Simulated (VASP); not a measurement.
## PtS2: relaxation of cell and atoms with PBE+D3(BJ)

Crystal: PtS2.

```
CELL_PARAMETERS angstrom
3.54874 0.00000 0.00000
-1.77437 3.07330 0.00000
0.00000 0.00000 5.59707
ATOMIC_POSITIONS crystal
Pt 0.00000 0.00000 0.00000
S 0.66667 0.33333 0.77966
S 0.33333 0.66667 0.22034
```

- Program: VASP 6.6.1
- Task: relaxation of cell and atoms
- Functional: PBE
- Dispersion: D3(BJ)
- Potentials or basis: VASP PAW PBE potentials, release 64 (Pt, S)
- Cutoff: 600 eV
- k mesh: 9 × 9 × 6
- Occupations: gaussian, width 0.02 eV
- Spin: no spin polarisation
- Dipole correction: no
- Further INCAR settings: ALGO = Normal; EDIFF = 1e-07; IBRION = 2; EDIFFG = -0.02; NSW = 70; ISIF = 3

| Quantity | Value |
| --- | --- |
| Relaxed volume | 17.26 Å³/atom |
| Relaxed cell | a = 3.580 Å, b = 3.580 Å, c = 4.665 Å, α = 90.00°, β = 90.00°, γ = 120.00° |
| Space group after relaxing (to 0.05 Å) | P-3m1 (No. 164) |
| Energy gained by relaxing | 32.7 meV/atom |
| Ionic steps | 13 |
| Pressure after relaxing | 0.0 GPa |
| Band gap on the k mesh | 0.14 eV, indirect (least direct gap 0.99 eV) |
| Dispersion energy per atom | -0.452 eV |

Forces in eV/Å, atoms in the order of the input:
```
Pt   0.000  0.000  0.000
S    0.000  0.000  0.003
S    0.000  0.000 -0.003
```

Stress tensor (GPa, compression positive):
```
0.01 0.00 0.00
0.00 0.01 0.00
0.00 0.00 0.10
```

The path:
```csv
step,energy change (eV),largest force (eV/Å),pressure (GPa),volume (Å³)
1,0.0000,0.0578,-1.14,61.04
2,-0.0042,0.3229,1.08,59.78
3,-0.0046,0.2653,0.59,60.04
4,-0.0096,0.2710,0.58,59.73
5,-0.0240,0.2907,0.59,58.79
6,-0.0494,0.3427,0.76,56.87
7,-0.0776,0.4926,1.96,52.94
8,-0.0889,0.2420,-0.15,53.01
9,-0.0901,0.1251,-1.13,53.05
10,-0.0938,0.0714,-0.99,52.73
11,-0.0976,0.0648,-0.60,51.93
12,-0.0980,0.0248,0.32,51.69
13,-0.0980,0.0029,0.04,51.77
```

Final structure:
```cif
data_structure
_symmetry_space_group_name_H-M 'P 1'
_symmetry_Int_Tables_number 1
_cell_length_a 3.5797
_cell_length_b 3.5797
_cell_length_c 4.6648
_cell_angle_alpha 90.000
_cell_angle_beta 90.000
_cell_angle_gamma 120.000
_cell_volume 51.77
loop_
_atom_site_label
_atom_site_type_symbol
_atom_site_fract_x
_atom_site_fract_y
_atom_site_fract_z
_atom_site_occupancy
Pt1 Pt 0.00000 0.00000 0.00000 1
S1 S 0.66667 0.33333 0.74174 1
S2 S 0.33333 0.66667 0.25826 1
```

Levels at points of the mesh, in eV from the valence-band top:
```tsv
k point	band 9	band 10	band 11	band 12	band 13	band 14
(0.00, 0.00, 0.00)	-1.64	-1.64	0.00	1.14	1.14	3.59
(0.00, 0.00, 0.50)	-2.16	-2.16	-1.57	2.22	2.22	5.26
```

Wall time 4.2 min on 1 thread of Intel(R) Xeon(R) 6975P-C (Granite Rapids), on a shared host, peak memory 0.26 GiB.

Caveat: the volume moved by over 15 % at a fixed basis, so the end points are rough; spin-orbit coupling is left out, which moves the levels of the heavy elements. A k mesh can miss the band edges.
